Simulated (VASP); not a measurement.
The system is Al3Pd.

```
Al Pd
1.0
    -2.32620    2.47902    2.96276
     2.32620   -2.47902    2.96276
     2.32620    2.47902   -2.96276
Al Pd
3 1
Direct
  0.00000 0.00000 0.00000
  0.66654 0.66654 0.00000
  0.33346 0.33346 0.00000
  0.50000 0.00000 0.50000
```

The cell was built from a structure type or drawn by symmetry, and may not be a known phase.

```yaml
Program: VASP 6.6.1
Task: relaxation of cell and atoms
Functional: PBE
Potentials_or_basis: VASP PAW PBE potentials, release 64 (Al, Pd)
Cutoff: 600 eV
k_mesh: 6 × 6 × 6
Occupations: gaussian, width 0.1 eV
Spin: no spin polarisation
```

At the start: pressure 41.9 GPa; volume 17.09 Å³/atom.

**Question.** How do energy, volume and symmetry change on relaxing?

**Answer.** Over 13 steps the energy falls by 1550.1 meV/atom and the volume is 20.01 Å³/atom (+17.1 %); space group Immm (No. 71, to 0.1 Å) before and after.

The path:
```
step  energy change (eV)  largest force (eV/Å)  pressure (GPa)  volume (Å³)
   1              0.0000                0.7438           41.91        68.34
   2             -4.5009                0.5098           -9.50       112.05
   3             -5.7949                0.1543           -5.04        89.52
   4             -5.7964                0.1550           -4.76        89.10
   5             -6.0888                0.2568           -0.48        82.33
   6             -6.1089                0.4202            1.01        80.63
   7             -6.1099                0.4718            1.45        80.17
   8             -6.1522                0.3487            0.14        81.12
   9             -6.1743                0.2661           -1.19        82.18
  10             -6.1750                0.2587           -1.42        82.38
  11             -6.1953                0.1941           -0.19        80.50
  12             -6.1966                0.1706            0.18        79.97
  13             -6.2003                0.0048           -0.06        80.05
```

Final structure:
```yaml
crystal:
  lattice:
    - [-2.01807, 2.42607, 4.08730]
    - [2.01807, -2.42607, 4.08730]
    - [2.01807, 2.42607, -4.08730]
  atoms:
    - { symbol: Al, position: [0.00000, 0.00000, 0.00000] }
    - { symbol: Al, position: [0.68242, 0.68242, 0.00000] }
    - { symbol: Al, position: [0.31758, 0.31758, 0.00000] }
    - { symbol: Pd, position: [0.50000, 0.00000, 0.50000] }
```

Caveat: the volume moved by over 15 % at a fixed basis, so the end points are rough.
